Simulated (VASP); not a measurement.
# Al2Cu in VASP: single point with PBEsol

Aim: the single point of Al2Cu with PBEsol.

All numbers are computed with VASP 6.6.1; they aren't measurements. Logs are shortened: lines on timing, memory, paths and dates and some standing lists are left out, and cuts for length are marked.

## 1. The cell of the first run

The typed cell holds 3 atoms: a = 4.049 Å, b = 4.049 Å, c = 4.049 Å, α = 119.99°, β = 120.00°, γ = 90.01°.

## 2. Single point, PBEsol

File INCAR:

```
PREC = Accurate ; ENCUT = 520
EDIFF = 1E-7 ; ISMEAR = 0
SIGMA = 0.15 ; LREAL = False
LASPH = True ; NELM = 100
ALGO = Fast ; ISIF = 2
LWAVE = False ; LCHARG = False
GGA = PS ; NBANDS = 16
```

File KPOINTS:

```
regular mesh
0
Gamma
  12 12 12
```

File POSCAR:

```
Al2Cu
1.0
   -2.0247723289      2.0246197827      2.8630723762
    2.0247471824     -2.0246441680      2.8630718379
    2.0249594026      2.0248312417     -2.8630896207
Al Cu
2 1
Direct
    0.7499840820      0.2499894479      0.5000023306
    0.2500166798      0.7500125831      0.5000007360
    0.4999992382      0.4999979690     -0.0000030666
```

Potentials or basis: VASP PAW PBE potentials, release 64 (Al, Cu).

On the command line:

```
cat potpaw_PBE.64/Al/POTCAR potpaw_PBE.64/Cu/POTCAR > POTCAR
mpirun -np 1 vasp_std > vasp.out
```

OUTCAR:

```text
PREC = Accurate
   ENCUT = 520
   EDIFF = 1E-7
   ISMEAR = 0
   LREAL = False
   LASPH = True
   NELM = 100
   ISIF = 2
   GGA = PS

 ion  position               nearest neighbor table
   1  0.750  0.250  0.500-   3 2.48   3 2.48   3 2.48   3 2.48   2 2.86   2 2.86   2 2.86   2 2.86
                             2 2.86   2 2.86
   2  0.250  0.750  0.500-   3 2.48   3 2.48   3 2.48   3 2.48   1 2.86   1 2.86   1 2.86   1 2.86
                             1 2.86   1 2.86
   3  0.500  0.500  1.000-   1 2.48   2 2.48   2 2.48   1 2.48   2 2.48   1 2.48   1 2.48   2 2.48

  LATTYP: Found a base centered monoclinic cell.
 ALAT       =     5.7267047082
 B/A-ratio  =     0.9999021263
 C/A-ratio  =     1.5811235023
 COS(beta)  =    -0.9486725363

  Lattice vectors:

 A1 = (   2.0247471824,  -2.0246441680,   2.8630718379)
 A2 = (   2.0247723289,  -2.0246197827,  -2.8630723762)
 A3 = (  -4.0493324376,   8.0987149751,  -0.0000167062)

Analysis of symmetry for initial positions (statically):
=====================================================================
 Subroutine PRICEL returns:
 Original cell was already a primitive cell.

 Routine SETGRP: Setting up the symmetry group for a
 base centered monoclinic supercell.

 Subroutine GETGRP returns: Found  2 space group operations
 (whereof  2 operations were pure point group operations)
 out of a pool of  4 trial point group operations.

The static configuration has the point symmetry C_1h.

Analysis of symmetry for dynamics (positions and initial velocities):
=====================================================================
 Subroutine PRICEL returns:
 Original cell was already a primitive cell.

 Routine SETGRP: Setting up the symmetry group for a
 base centered monoclinic supercell.

 Subroutine GETGRP returns: Found  2 space group operations
 (whereof  2 operations were pure point group operations)
 out of a pool of  4 trial point group operations.

The dynamic configuration has the point symmetry C_1h.

 Subroutine INISYM returns: Found  2 space group operations
 (whereof  2 operations are pure point group operations),
 and found     1 'primitive' translations

----------------------------------------------------------------------------------------

                                     Primitive cell

  volume of cell :      46.9518

  direct lattice vectors                    reciprocal lattice vectors
    -2.024772329  2.024619783  2.863072376    -0.000010641  0.246947798  0.174638637
     2.024747182 -2.024644168  2.863071838     0.246932237 -0.000010664  0.174638670
     2.024959403  2.024831242 -2.863089621     0.246920063  0.246935647  0.000002136

  length of vectors
     4.049193954  4.049193192  4.049405427     0.302459698  0.302447012  0.349208721

  position of ions in fractional coordinates (direct lattice)
     0.749984082  0.249989448  0.500002331
     0.250016680  0.750012583  0.500000736
     0.499999238  0.499997969  0.999996933

  ion indices of the primitive-cell ions
   primitive index   ion index
                 1           1
                 2           2
                 3           3

----------------------------------------------------------------------------------------

 KPOINTS: regular mesh

Automatic generation of k-mesh.
 Grid dimensions read from file:
 generate k-points for:   12   12   12

 Generating k-lattice:

  Cartesian coordinates                     Fractional coordinates (reciprocal lattice)
    -0.000000887  0.020578983  0.014553220     0.083333333  0.000000000 -0.000000000
     0.020577686 -0.000000889  0.014553222    -0.000000000  0.083333333  0.000000000
     0.020576672  0.020577971  0.000000178     0.000000000 -0.000000000  0.083333333

  Length of vectors
     0.025204975  0.025203918  0.029100727

  Shift w.r.t. Gamma in fractional coordinates (k-lattice)
     0.000000000  0.000000000  0.000000000

 Subroutine IBZKPT returns following result:
 ===========================================

 Found    476 irreducible k-points:

 Following reciprocal coordinates:
            Coordinates               Weight
  0.000000  0.000000  0.000000      1.000000
  0.083333  0.000000 -0.000000      4.000000
  0.166667  0.000000 -0.000000      4.000000
  0.250000  0.000000 -0.000000      4.000000
  0.333333  0.000000 -0.000000      4.000000
  0.416667  0.000000 -0.000000      4.000000
[... 16 lines left out ...]
  0.250000  0.166667 -0.000000      4.000000
  0.333333  0.166667  0.000000      4.000000
 [... further k-points ...]
   k-points           NKPTS =    476   k-points in BZ     NKDIM =    476   number of bands    NBANDS=     16
   number of dos      NEDOS =    301   number of ions     NIONS =      3
   total plane-waves  NPLWV =  27000
   dimension x,y,z NGX =    30 NGY =   30 NGZ =   30
   dimension x,y,z NGXF=    60 NGYF=   60 NGZF=   60
   ions per type =               2   1
   NGX,Y,Z   is equivalent  to a cutoff of  12.32, 12.32, 12.32 a.u.
   NGXF,Y,Z  is equivalent  to a cutoff of  24.63, 24.63, 24.63 a.u.
 SYSTEM =  unknown system
   PREC   = accura    normal or accurate (medium, high low for compatibility)
   ISTART =      0    job   : 0-new  1-cont  2-samecut
   ICHARG =      2    charge: 1-file 2-atom 10-const
   ISPIN  =      1    spin polarized calculation?
   LNONCOLLINEAR =      F non collinear calculations
   LSORBIT =      F    spin-orbit coupling
   LASPH  =      T    aspherical Exc in radial PAW
   ENCUT  =  520.0 eV  38.22 Ry    6.18 a.u.   7.53  7.53  7.53*2*pi/ulx,y,z
   NELM   =    100;   NELMIN=  2; NELMDL= -5     # of ELM steps
   EDIFF  = 0.1E-06   stopping-criterion for ELM
   LREAL  =      F    real-space projection
   EDIFFG = 0.1E-05   stopping-criterion for IOM
   NSW    =      0    number of steps for IOM
   IBRION =     -1    ionic relax: 0-MD 1-quasi-New 2-CG
   NFREE  =      0    steps in history (QN), initial steepest desc. (CG)
   ISIF   =      2    stress and relaxation
   ISYM   =      2    0-nonsym 1-usesym 2-fastsym
   POTIM  = 0.5000    time-step for ionic-motion
   TEBEG  =    0.0;   TEEND  =   0.0 temperature during run
   PSTRESS=    0.0 pullay stress
   NELECT =      17.0000    total number of electrons
   NUPDOWN=      -1.0000    fix difference up-down
   EMIN   =  10.00;   EMAX   =-10.00  energy-range for DOS
   EFERMI =   0.00;   METHOD = LEGACY
   ISMEAR =     0;   SIGMA  =   0.15  broadening in eV -4-tet -1-fermi 0-gaus
   EFERMI_NEDOS =   21; number of points for ismear=-14 and -15
   IALGO  =     68    algorithm
   IMIX   =      4    mixing-type and parameters
     AMIX     =   0.40;   BMIX     =  1.00
     AMIX_MAG =   1.60;   BMIX_MAG =  1.00
  volume/ion in A,a.u.               =      15.65       105.62
  Fermi-wavevector in a.u.,A,eV,Ry     =   1.166829  2.204987 18.524189  1.361489
  Thomas-Fermi vector in A             =   2.303337
   LORBIT       =      0    0 simple, 1 ext, 2 COOP (PROOUT), +10 PAW based schemes
   GGA     = PS    functional components
   LHFCALC =     F    Hartree Fock is set to
   AEXX    =    0.0000 exact exchange contribution
   IVDW    =     0    specifies the selected vdW correction
   LEPSILON=     F    determine dielectric tensor
   LRPA    =     F    only Hartree local field effects (RPA)
 non-spin polarized calculation
 RMM-DIIS sequential band-by-band and
 Gauss-broadening in eV      SIGMA  =   0.15
  energy-cutoff  :      520.00
  volume of cell :       46.95
 maximum number of plane-waves:      1284
   NGX = 15   NGY = 15   NGZ = 15

 number of electron      17.0000014 magnetization

 Free energy of the ion-electron system (eV)
  ---------------------------------------------------
  ext. energy  EPLUGINS =         0.00000000
  ---------------------------------------------------
  free energy    TOTEN  =       -13.01678489 eV

  energy without entropy =      -13.00618708  energy(sigma->0) =      -13.01148599

 E-fermi :   7.0802     XC(G=0): -10.6343

 val. band max:        7.0653724328   @ k =  -0.0000   0.0833   0.1667
 cond. band min:       7.0896817279   @ k =   0.4167   0.0000   0.0833
 fundamental gap:      0.0243092950
 Fermi energy:         7.0801958761

 k-point     1 :       0.0000    0.0000    0.0000
  band No.  band energies     occupation
      1      -3.2032      2.00000
      2       2.4715      2.00000
      3       2.4716      2.00000
      4       2.4717      2.00000
      5       3.0407      2.00000
      6       3.0410      2.00000
[... 8 lines left out ...]
     15      14.1204      0.00000
     16      14.1239      0.00000

 k-point     2 :       0.0833    0.0000   -0.0000
  band No.  band energies     occupation
      1      -3.1091      2.00000
      2       2.4411      2.00000
      3       2.4862      2.00000
      4       2.4863      2.00000
      5       3.0369      2.00000
      6       3.0372      2.00000
[... 8 lines left out ...]
     15      13.2285      0.00000
     16      13.8779      0.00000

 k-point     3 :       0.1667    0.0000   -0.0000
  band No.  band energies     occupation
      1      -2.8283      2.00000
      2       2.3473      2.00000
      3       2.5244      2.00000
      4       2.5245      2.00000
      5       3.0303      2.00000
      6       3.0305      2.00000
[... 8 lines left out ...]
     15      13.1972      0.00000
     16      13.7775      0.00000

 k-point     4 :       0.2500    0.0000   -0.0000
  band No.  band energies     occupation
      1      -2.3662      2.00000
      2       2.1679      2.00000
      3       2.5692      2.00000
      4       2.5692      2.00000
      5       3.0335      2.00000
      6       3.0337      2.00000
[... 8 lines left out ...]
     15      13.3722      0.00000
     16      14.9440      0.00000
[... 324 lines left out ...]
 k-point    22 :       0.1667    0.1667    0.0000
  band No.  band energies     occupation
      1      -2.2115      2.00000
      2       2.1775      2.00000
      3       2.5446      2.00000
      4       2.6175      2.00000
      5       2.9665      2.00000
      6       3.0824      2.00000
[... 8 lines left out ...]
     15      14.8685      0.00000
     16      16.6344      0.00000

 k-point    23 :       0.2500    0.1667   -0.0000
  band No.  band energies     occupation
      1      -1.6386      2.00000
      2       1.9805      2.00000
      3       2.5377      2.00000
      4       2.6753      2.00000
      5       2.9623      2.00000
      6       3.1035      2.00000
[... 8 lines left out ...]
     15      14.8313      0.00000
     16      17.4679      0.00000

 k-point    24 :       0.3333    0.1667    0.0000
  band No.  band energies     occupation
      1      -0.9174      2.00000
      2       1.5412      2.00000
      3       2.5263      2.00000
      4       2.7038      2.00000
      5       3.0016      2.00000
      6       3.0856      2.00000
[... 8 lines left out ...]
     15      15.0121      0.00000
     16      17.0078      0.00000

 [... further k-points ...]
[... 5 lines left out ...]
  --------------------------------------------------------------------------------------
  -------------------------------------------------------------------------------------
  Total        0.0412731      0.0428671      0.0462545     -0.0011672     -0.0000004     -0.0000004
  in kB        1.4083995      1.4627912      1.5783820     -0.0398306     -0.0000128     -0.0000129
  external PRESSURE =       1.4831909 kB  Pullay stress =       0.0000000 kB

 VOLUME and BASIS-vectors are now :
 -----------------------------------------------------------------------------
  energy-cutoff  :      520.00
  volume of cell :       46.95
      direct lattice vectors                 reciprocal lattice vectors
    -2.024772329  2.024619783  2.863072376    -0.000010641  0.246947798  0.174638637
     2.024747182 -2.024644168  2.863071838     0.246932237 -0.000010664  0.174638670
     2.024959403  2.024831242 -2.863089621     0.246920063  0.246935647  0.000002136

 POSITION                                       TOTAL-FORCE (eV/Angst)
 -----------------------------------------------------------------------------------
      0.00010      2.02471      1.43144        -0.000050     -0.000021      0.000358
      2.02484      0.00010      1.43161        -0.000050     -0.000021     -0.000358
      2.02494      2.02482     -0.00002         0.000100      0.000041     -0.000000
 -----------------------------------------------------------------------------------
    total drift:                               -0.000003     -0.000003     -0.000259

  FREE ENERGIE OF THE ION-ELECTRON SYSTEM (eV)
  ---------------------------------------------------
  free  energy   TOTEN  =       -13.0167848945 eV

  energy  without entropy=      -13.0061870783  energy(sigma->0) =      -13.01148599
```

Wall time 3.9 min (1 thread of Intel Xeon 6975P-C (Granite Rapids), shared host); peak memory 0.44 GiB.

What came out:

| Item | Value |
| --- | --- |
| Free energy | -13.0168 eV |
| Pressure | 0.1 GPa |
| Band gap on the k mesh | zero (an odd number of electrons rules out a gap without spin polarisation) |

Caveat: the PAW data sets were made with another functional, which shifts forces and pressure a little.

The gap in the log of VASP goes by the Fermi energy; the results here count the filled bands.